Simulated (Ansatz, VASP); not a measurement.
# Two plane-wave programs on Au

```
CELL_PARAMETERS angstrom
4.27712 0.00000 0.00555
0.00000 4.27713 0.00000
-2.13610 0.00000 1.81975
ATOMIC_POSITIONS crystal
Au 0.00000 0.00000 0.00000
Au 0.50000 0.50000 0.00000
```

Change from the starting cell: band edges of the strained film's bulk.

Alike in both runs: task single point; functional LDA; k mesh 8 × 8 × 18; occupations gaussian, width 0.1 eV; no spin polarisation.

|  | VASP | Ansatz |
| --- | --- | --- |
| version | VASP 6.6.1 | Ansatz 0.2.0 |
| potentials or method | VASP PAW LDA potentials, release 64 (Au), cutoff 520 eV | scalar-relativistic, plane waves, PAW |
| valence electrons in the cell | 22 | 38 |

|  | VASP | Ansatz | Ansatz less VASP |
| --- | --- | --- | --- |
| gap on the k mesh at the Fermi level (eV) | none | none | - |
| pressure (GPa) | -0.1 | -0.6 | -0.50 |
| traceless stress, the component that is largest in VASP (GPa) | -0.70 | -0.66 | +0.040 |

LDA's correlation is that of Perdew and Zunger in VASP and of Perdew and Wang (1992) in Ansatz. A gap of «none» marks a metal or a gap that the smearing closes. VASP's potentials hold 22 valence electrons a cell and Ansatz's 38, so a difference there can come from the potentials and not from the codes.

Neither program's run includes spin-orbit coupling.
